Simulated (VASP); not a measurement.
A run of VASP 6.6.1 is set up as follows.

The input INCAR:

```
SYSTEM = CdSe
PREC = Accurate ; ENCUT = 520
EDIFF = 1E-8 ; ISMEAR = -1
SIGMA = 0.03 ; LREAL = .False.
LASPH = .True. ; NELM = 80
ALGO = Normal ; ISIF = 2
LWAVE = .False. ; LCHARG = .False.
GGA = PE ; LEFG = .True.
NBANDS = 16
```

The input KPOINTS:

```
regular mesh
0
Gamma
  8 8 8
  0 0 0
```

Contents of POSCAR:

```
CdSe
1.0
    0.0307027120      3.0856225546      3.0856225546
    3.0856225546      0.0307027120      3.0856225546
    3.0856225546      3.0856225546      0.0307027120
Cd Se
1 1
Direct
    0.0000000000      0.0000000000      0.0000000000
    0.2500000000      0.2500000000      0.2500000000
```

Potentials or basis: VASP PAW PBE potentials, release 64 (Cd, Se).

Command:

```sh
$ cat potpaw_PBE.64/Cd/POTCAR potpaw_PBE.64/Se/POTCAR > POTCAR
$ mpirun -np 1 vasp_std > vasp.out
```

**Question.** Predict the pressure.

**Answer.** 1.6 GPa.

**Question.** Predict the band gap on the k mesh.

**Answer.** 0.54 eV, direct.

**Question.** Predict the largest force.

**Answer.** 0.100 eV/Å.

Forces in eV/Å, atoms in the order of the input:
```
Cd   0.058  0.058  0.058
Se  -0.058 -0.058 -0.058
```

Caveat: the cell differs from its parent crystal (equal xy, yz and zx shear strains of +1 %); without QUAD_EFG the Cq values of the log hold for a quadrupole moment of 1 mb, not for the nuclei.
